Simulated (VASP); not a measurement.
Write the native input for VASP 6.6.1 that does the following.

* Task: single point
* Functional: LDA
* Potentials or basis: VASP PAW LDA potentials, release 64 (Ta_pv)
* Cutoff: 520 eV
* k mesh: 12 × 12 × 6
* Occupations: fermi-dirac, width 0.05 eV
* Spin: no spin polarisation
* Dipole correction: no
* Further INCAR settings: ALGO = Normal; EDIFF = 1e-06; NBANDS = 18

The structure of Ta lies in POSCAR:

```
Ta
1.0
    2.9669564710      0.0000000000      0.0000000000
   -1.4834782355      2.5694596758      0.0000000000
    0.0000000000      0.0000000000      4.8064694830
Ta
2
Direct
    0.3333333333      0.6666666667      0.2500000000
    0.6666666667      0.3333333333      0.7500000000
```

This isn't the form of Ta at room conditions, which is bcc.

The input as run:

INCAR

```
PREC = Accurate
ENCUT = 520
EDIFF = 1E-6
ISMEAR = -1
SIGMA = 0.05
LREAL = False
LASPH = True
NELM = 100
ALGO = Normal
ISIF = 2
LWAVE = False
LCHARG = False
NBANDS = 18
```

KPOINTS

```
regular mesh
0
Gamma
  12 12 6
```

Potentials or basis: VASP PAW LDA potentials, release 64 (Ta_pv).

Run with:

```sh
$ cat potpaw_LDA.64/Ta_pv/POTCAR > POTCAR
$ mpirun -np 1 vasp_std > vasp.out
```

It gave:

```json
{"Pressure": "-6.7 GPa", "Band gap on the k mesh": "zero (bands 11 and 12 overlap by 2.21 eV)"}
```

Caveat: the cell stands under tension; spin-orbit coupling is left out, which moves the levels of the heavy elements.

Wall time 52 s on 1 thread of Intel Xeon 8259CL (shared host), peak memory 0.17 GiB.
